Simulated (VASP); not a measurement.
Set up this calculation in VASP 6.6.1, as the native input.

* Task: single point
* Functional: PBEsol
* Potentials or basis: VASP PAW PBE potentials, release 64 (Al, N)
* Cutoff: 600 eV
* k mesh: 10 × 10 × 10
* Occupations: gaussian, width 0.02 eV
* Spin: no spin polarisation
* Dipole correction: no
* Further INCAR settings: ALGO = Normal; EDIFF = 1e-06; NBANDS = 11

The structure of AlN lies in POSCAR:

```
AlN
1.0
    0.0000000000      2.0426165408      2.0426165408
    2.0426165408      0.0000000000      2.0426165408
    2.0426165408      2.0426165408      0.0000000000
Al N
1 1
Direct
    0.5000000000      0.5000000000      0.5000000000
    0.0000000000      0.0000000000      0.0000000000
```

These files were run (other wordings do the same):

INCAR

```
PREC = Accurate
ENCUT = 600
EDIFF = 1E-6
ISMEAR = 0
SIGMA = 0.02
LREAL = False
LASPH = True
NELM = 120
ALGO = Normal
ISIF = 2
LWAVE = False
LCHARG = False
GGA = PS
NBANDS = 11
GGA_COMPAT = False
```

KPOINTS

```
Automatic mesh
0
Gamma
  10 10 10
```

Potentials or basis: VASP PAW PBE potentials, release 64 (Al, N).

Command:

```bash
$ cat potpaw_PBE.64/Al/POTCAR potpaw_PBE.64/N/POTCAR > POTCAR
$ mpirun -np 1 vasp_std > vasp.out
```

It gave:

```
Pressure               : -7.6 GPa
Band gap on the k mesh : 4.26 eV (least direct gap 5.23 eV)
```

Caveat: the cell stands under tension; the PAW data sets were made with another functional, which shifts forces and pressure a little.

Run time: 9.4 s on 1 thread of Intel Xeon 8259CL, with other jobs on the host, peak memory 0.14 GiB.
